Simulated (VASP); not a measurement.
# CaCoC4N4 (P-43m) in VASP: single point with PBE

Aim: the single point of CaCoC4N4 with PBE.

Everything below comes from runs of VASP 6.6.1. Logs are shortened: lines on timing, memory, paths and dates and some standing lists are left out, and cuts for length are marked.

## 1. The cell of the first run

The structure is cubic, space group P-43m (No. 215). Conventional cell: a = 6.457 Å, b = 6.457 Å, c = 6.457 Å, α = 90.00°, β = 90.00°, γ = 90.00°. Ca (site symmetry -43m) has 4 C at 2.50 Å within 3.3 Å. Co (site symmetry -43m) has 4 N at 1.92 Å within 2.5 Å. C (site symmetry 3m) has 1 N at 1.17 Å within 1.6 Å. Within 1.6 Å of N (site symmetry 3m) lie 1 C at 1.17 Å.

## 2. Single point, PBE, collinear spin, ferromagnetic start

Contents of INCAR:

```
PREC = Accurate
ENCUT = 520
EDIFF = 1E-7
ISMEAR = 0
SIGMA = 0.02
LREAL = F
LASPH = T
NELM = 150
ALGO = Normal
ISIF = 2
LWAVE = F
LCHARG = F
ISPIN = 2
MAGMOM = 0 2.5 0 0 0 0 0 0 0 0
LORBIT = 11
LMAXMIX = 4
GGA = PE
NBANDS = 42
```

Contents of KPOINTS:

```
Automatic mesh
0
Gamma
  4 4 4
```

Contents of POSCAR:

```
CaCoC4N4
1.0
    6.4574537411      0.0000000000      0.0000000000
    0.0000000000      6.4574537411      0.0000000000
    0.0000000000      0.0000000000      6.4574537411
Ca Co C N
1 1 4 4
Direct
    0.0000000000      0.0000000000      0.0000000000
    0.5000000000      0.5000000000      0.5000000000
    0.2237856000      0.2237856000      0.2237856000
    0.2237856000      0.7762144000      0.7762144000
    0.7762144000      0.2237856000      0.7762144000
    0.7762144000      0.7762144000      0.2237856000
    0.3284001019      0.3284001019      0.3284001019
    0.3284001019      0.6715998981      0.6715998981
    0.6715998981      0.3284001019      0.6715998981
    0.6715998981      0.6715998981      0.3284001019
```

Potentials or basis: VASP PAW PBE potentials, release 64 (Ca_sv, Co, C, N).

On the command line:

```console
cat potpaw_PBE.64/Ca_sv/POTCAR potpaw_PBE.64/Co/POTCAR potpaw_PBE.64/C/POTCAR potpaw_PBE.64/N/POTCAR > POTCAR
mpirun -np 1 vasp_std > vasp.out
```

OUTCAR:

```text
PREC = Accurate
   ENCUT = 520
   EDIFF = 1E-7
   ISMEAR = 0
   LREAL = F
   LASPH = T
   NELM = 150
   ISIF = 2
   ISPIN = 2
   LORBIT = 11
   GGA = PE

 ion  position               nearest neighbor table
   1  0.000  0.000  0.000-   3 2.50   4 2.50   5 2.50   6 2.50
   2  0.500  0.500  0.500-   7 1.92   8 1.92   9 1.92  10 1.92
   3  0.224  0.224  0.224-   7 1.17   1 2.50
   4  0.224  0.776  0.776-   8 1.17   1 2.50
   5  0.776  0.224  0.776-   9 1.17   1 2.50
   6  0.776  0.776  0.224-  10 1.17   1 2.50
   7  0.328  0.328  0.328-   3 1.17   2 1.92
   8  0.328  0.672  0.672-   4 1.17   2 1.92
   9  0.672  0.328  0.672-   5 1.17   2 1.92
  10  0.672  0.672  0.328-   6 1.17   2 1.92

  LATTYP: Found a simple cubic cell.
 ALAT       =     6.4574537411

  Lattice vectors:

 A1 = (   6.4574537411,   0.0000000000,   0.0000000000)
 A2 = (   0.0000000000,   6.4574537411,   0.0000000000)
 A3 = (   0.0000000000,   0.0000000000,   6.4574537411)

Analysis of symmetry for initial positions (statically):
=====================================================================
 Subroutine PRICEL returns:
 Original cell was already a primitive cell.

 Routine SETGRP: Setting up the symmetry group for a
 simple cubic supercell.

 Subroutine GETGRP returns: Found 24 space group operations
 (whereof 24 operations were pure point group operations)
 out of a pool of 48 trial point group operations.

The static configuration has the point symmetry T_d .

Analysis of symmetry for dynamics (positions and initial velocities):
=====================================================================
 Subroutine PRICEL returns:
 Original cell was already a primitive cell.

 Routine SETGRP: Setting up the symmetry group for a
 simple cubic supercell.

 Subroutine GETGRP returns: Found 24 space group operations
 (whereof 24 operations were pure point group operations)
 out of a pool of 48 trial point group operations.

The dynamic configuration has the point symmetry T_d .

Analysis of structural, dynamic, and magnetic symmetry:
=====================================================================
 Subroutine PRICEL returns:
 Original cell was already a primitive cell.

 Routine SETGRP: Setting up the symmetry group for a
 simple cubic supercell.

 Subroutine GETGRP returns: Found 24 space group operations
 (whereof 24 operations were pure point group operations)
 out of a pool of 48 trial point group operations.

The overall configuration has the point symmetry T_d .

 Subroutine INISYM returns: Found 24 space group operations
 (whereof 24 operations are pure point group operations),
 and found     1 'primitive' translations

----------------------------------------------------------------------------------------

                                     Primitive cell

  volume of cell :     269.2675

  direct lattice vectors                    reciprocal lattice vectors
     6.457453741  0.000000000  0.000000000     0.154859801  0.000000000  0.000000000
     0.000000000  6.457453741  0.000000000     0.000000000  0.154859801  0.000000000
     0.000000000  0.000000000  6.457453741     0.000000000  0.000000000  0.154859801

  length of vectors
     6.457453741  6.457453741  6.457453741     0.154859801  0.154859801  0.154859801

  position of ions in fractional coordinates (direct lattice)
     0.000000000  0.000000000  0.000000000
     0.500000000  0.500000000  0.500000000
     0.223785600  0.223785600  0.223785600
     0.223785600  0.776214400  0.776214400
     0.776214400  0.223785600  0.776214400
     0.776214400  0.776214400  0.223785600
     0.328400102  0.328400102  0.328400102
     0.328400102  0.671599898  0.671599898
     0.671599898  0.328400102  0.671599898
     0.671599898  0.671599898  0.328400102

  ion indices of the primitive-cell ions
   primitive index   ion index
                 1           1
                 2           2
                 3           3
                 4           4
                 5           5
                 6           6
                 7           7
                 8           8
                 9           9
                10          10

----------------------------------------------------------------------------------------

 KPOINTS: Automatic mesh

Automatic generation of k-mesh.
 Grid dimensions read from file:
 generate k-points for:    4    4    4

 Generating k-lattice:

  Cartesian coordinates                     Fractional coordinates (reciprocal lattice)
     0.038714950  0.000000000  0.000000000     0.250000000  0.000000000  0.000000000
     0.000000000  0.038714950  0.000000000     0.000000000  0.250000000  0.000000000
     0.000000000  0.000000000  0.038714950     0.000000000  0.000000000  0.250000000

  Length of vectors
     0.038714950  0.038714950  0.038714950

  Shift w.r.t. Gamma in fractional coordinates (k-lattice)
     0.000000000  0.000000000  0.000000000

 Subroutine IBZKPT returns following result:
 ===========================================

 Found     10 irreducible k-points:

 Following reciprocal coordinates:
            Coordinates               Weight
  0.000000  0.000000  0.000000      1.000000
  0.250000  0.000000  0.000000      6.000000
  0.500000  0.000000  0.000000      3.000000
  0.250000  0.250000  0.000000     12.000000
  0.500000  0.250000  0.000000     12.000000
  0.500000  0.500000  0.000000      3.000000
  0.250000  0.250000  0.250000      8.000000
  0.500000  0.250000  0.250000     12.000000
  0.500000  0.500000  0.250000      6.000000
  0.500000  0.500000  0.500000      1.000000
   k-points           NKPTS =     10   k-points in BZ     NKDIM =     10   number of bands    NBANDS=     42
   number of dos      NEDOS =    301   number of ions     NIONS =     10
   total plane-waves  NPLWV = 110592
   dimension x,y,z NGX =    48 NGY =   48 NGZ =   48
   dimension x,y,z NGXF=    96 NGYF=   96 NGZF=   96
   ions per type =               1   1   4   4
   NGX,Y,Z   is equivalent  to a cutoff of  12.36, 12.36, 12.36 a.u.
   NGXF,Y,Z  is equivalent  to a cutoff of  24.72, 24.72, 24.72 a.u.
 SYSTEM =  unknown system
   PREC   = accura    normal or accurate (medium, high low for compatibility)
   ISTART =      0    job   : 0-new  1-cont  2-samecut
   ICHARG =      2    charge: 1-file 2-atom 10-const
   ISPIN  =      2    spin polarized calculation?
   LNONCOLLINEAR =      F non collinear calculations
   LSORBIT =      F    spin-orbit coupling
   LASPH  =      T    aspherical Exc in radial PAW
   ENCUT  =  520.0 eV  38.22 Ry    6.18 a.u.  12.01 12.01 12.01*2*pi/ulx,y,z
   NELM   =    150;   NELMIN=  2; NELMDL= -5     # of ELM steps
   EDIFF  = 0.1E-06   stopping-criterion for ELM
   LREAL  =      F    real-space projection
   EDIFFG = 0.1E-05   stopping-criterion for IOM
   NSW    =      0    number of steps for IOM
   IBRION =     -1    ionic relax: 0-MD 1-quasi-New 2-CG
   NFREE  =      0    steps in history (QN), initial steepest desc. (CG)
   ISIF   =      2    stress and relaxation
   ISYM   =      2    0-nonsym 1-usesym 2-fastsym
   POTIM  = 0.5000    time-step for ionic-motion
   TEBEG  =    0.0;   TEEND  =   0.0 temperature during run
   PSTRESS=    0.0 pullay stress
   NELECT =      55.0000    total number of electrons
   NUPDOWN=      -1.0000    fix difference up-down
   EMIN   =  10.00;   EMAX   =-10.00  energy-range for DOS
   EFERMI =   0.00;   METHOD = LEGACY
   ISMEAR =     0;   SIGMA  =   0.02  broadening in eV -4-tet -1-fermi 0-gaus
   EFERMI_NEDOS =   21; number of points for ismear=-14 and -15
   IALGO  =     38    algorithm
   IMIX   =      4    mixing-type and parameters
     AMIX     =   0.40;   BMIX     =  1.00
     AMIX_MAG =   1.60;   BMIX_MAG =  1.00
  volume/ion in A,a.u.               =      26.93       181.71
  Fermi-wavevector in a.u.,A,eV,Ry     =   0.964127  1.821937 12.647182  0.929542
  Thomas-Fermi vector in A             =   2.093732
   LORBIT       =     11    0 simple, 1 ext, 2 COOP (PROOUT), +10 PAW based schemes
   GGA     = PE    functional components
   LHFCALC =     F    Hartree Fock is set to
   AEXX    =    0.0000 exact exchange contribution
   IVDW    =     0    specifies the selected vdW correction
   LEPSILON=     F    determine dielectric tensor
   LRPA    =     F    only Hartree local field effects (RPA)
 spin polarized calculation
 Gauss-broadening in eV      SIGMA  =   0.02
  energy-cutoff  :      520.00
  volume of cell :      269.27
 maximum number of plane-waves:      7275
   NGX = 25   NGY = 25   NGZ = 25

 number of electron      54.9999987 magnetization       3.0000104

 Free energy of the ion-electron system (eV)
  ---------------------------------------------------
  ext. energy  EPLUGINS =         0.00000000
  ---------------------------------------------------
  free energy    TOTEN  =       -77.26823137 eV

  energy without entropy =      -77.26823137  energy(sigma->0) =      -77.26823137

 E-fermi :  -2.1480     XC(G=0):  -6.1445

 val. band max:       -2.3572628524   @ k =   0.5000   0.5000   0.0000
 cond. band min:      -0.8257283764   @ k =   0.5000   0.5000   0.0000
 fundamental gap:      1.5315344760
 Fermi energy:        -2.1480246065

 spin component 1

 k-point     1 :       0.0000    0.0000    0.0000
  band No.  band energies     occupation
      1     -41.8463      1.00000
      2     -22.8671      1.00000
      3     -22.8671      1.00000
      4     -22.8671      1.00000
      5     -19.2683      1.00000
      6     -19.1620      1.00000
[... 31 lines left out ...]
     38       3.4622      0.00000
     39       4.5979      0.00000
[... 376 lines left out ...]
     38       4.4175      0.00000
     39       4.4175      0.00000
 Fermi energy:        -2.1480246065

 spin component 2

 k-point     1 :       0.0000    0.0000    0.0000
  band No.  band energies     occupation
      1     -41.8440      1.00000
      2     -22.8645      1.00000
      3     -22.8645      1.00000
      4     -22.8645      1.00000
      5     -19.1822      1.00000
      6     -19.0768      1.00000
[... 31 lines left out ...]
     38       3.5326      0.00000
     39       4.6957      0.00000
[... 376 lines left out ...]
     38       4.5823      0.00000
     39       4.5824      0.00000
 [bands above 39 left out]

------------------------ aborting loop because EDIFF is reached ----------------------------------------

  FORCE on cell =-STRESS in cart. coord.  units (eV):
  Direction    XX          YY          ZZ          XY          YZ          ZX
  --------------------------------------------------------------------------------------
  -------------------------------------------------------------------------------------
  Total        0.4982978      0.4982978      0.4982978     -0.0000000      0.0000000     -0.0000000
  in kB        2.9649379      2.9649379      2.9649379     -0.0000000      0.0000000     -0.0000000
  external PRESSURE =       2.9649379 kB  Pullay stress =       0.0000000 kB

 VOLUME and BASIS-vectors are now :
 -----------------------------------------------------------------------------
  energy-cutoff  :      520.00
  volume of cell :      269.27
      direct lattice vectors                 reciprocal lattice vectors
     6.457453741  0.000000000  0.000000000     0.154859801  0.000000000  0.000000000
     0.000000000  6.457453741  0.000000000     0.000000000  0.154859801  0.000000000
     0.000000000  0.000000000  6.457453741     0.000000000  0.000000000  0.154859801

 POSITION                                       TOTAL-FORCE (eV/Angst)
 -----------------------------------------------------------------------------------
      0.00000      0.00000      0.00000        -0.000000     -0.000000     -0.000000
      3.22873      3.22873      3.22873        -0.000000     -0.000000     -0.000000
      1.44509      1.44509      1.44509        -0.212972     -0.212972     -0.212972
      1.44509      5.01237      5.01237        -0.212972      0.212972      0.212972
      5.01237      1.44509      5.01237         0.212972     -0.212972      0.212972
      5.01237      5.01237      1.44509         0.212972      0.212972     -0.212972
      2.12063      2.12063      2.12063         0.221476      0.221476      0.221476
      2.12063      4.33683      4.33683         0.221476     -0.221476     -0.221476
      4.33683      2.12063      4.33683        -0.221476      0.221476     -0.221476
      4.33683      4.33683      2.12063        -0.221476     -0.221476      0.221476
 -----------------------------------------------------------------------------------
    total drift:                               -0.000000     -0.000000     -0.000000

  FREE ENERGIE OF THE ION-ELECTRON SYSTEM (eV)
  ---------------------------------------------------
  free  energy   TOTEN  =       -77.2682313681 eV

  energy  without entropy=      -77.2682313681  energy(sigma->0) =      -77.26823137

 total charge

# of ion       s       p       d       tot
------------------------------------------
    1        2.039   5.858   0.194   8.092
    2        0.398   0.555   7.100   8.052
    3        0.974   1.592   0.000   2.566
    4        0.974   1.592   0.000   2.566
    5        0.974   1.592   0.000   2.566
    6        0.974   1.592   0.000   2.566
    7        1.304   2.601   0.000   3.905
    8        1.304   2.601   0.000   3.905
    9        1.304   2.601   0.000   3.905
   10        1.304   2.601   0.000   3.905
--------------------------------------------------
tot         11.551  23.182   7.294  42.026

 magnetization (x)

# of ion       s       p       d       tot
------------------------------------------
    1        0.000   0.000   0.002   0.003
    2        0.011   0.082   2.381   2.474
    3        0.003   0.030   0.000   0.033
    4        0.003   0.030   0.000   0.033
    5        0.003   0.030   0.000   0.033
    6        0.003   0.030   0.000   0.033
    7        0.010   0.028   0.000   0.038
    8        0.010   0.028   0.000   0.038
    9        0.010   0.028   0.000   0.038
   10        0.010   0.028   0.000   0.038
--------------------------------------------------
tot          0.061   0.317   2.383   2.761
```

Wall time 6.4 min (1 thread of AMD EPYC 7R43 (Zen 3), shared host); peak memory 0.46 GiB.

Results:

```yaml
Free_energy: -77.2682 eV
Pressure: 0.3 GPa
Largest_force: 0.384 eV/Å
Band_gap_on_the_k_mesh: 1.53 eV, direct
Net_moment: 3.00 μB per cell
Site_moments: Ca +0.00; Co +2.47; C +0.03; N +0.04 μB
Valence_electrons_inside_the_program's_atomic_spheres: Ca 8.09; Co 8.05; C 2.57; N 3.90
```

Forces in eV/Å, atoms in the order of the input:
```
Ca   0.000  0.000  0.000
Co   0.000  0.000  0.000
C   -0.213 -0.213 -0.213
C   -0.213  0.213  0.213
C    0.213 -0.213  0.213
C    0.213  0.213 -0.213
N    0.221  0.221  0.221
N    0.221 -0.221 -0.221
N   -0.221  0.221 -0.221
N   -0.221 -0.221  0.221
```

Caveat: a cell with one magnetic atom can't hold antiferromagnetic order, which such compounds often take.
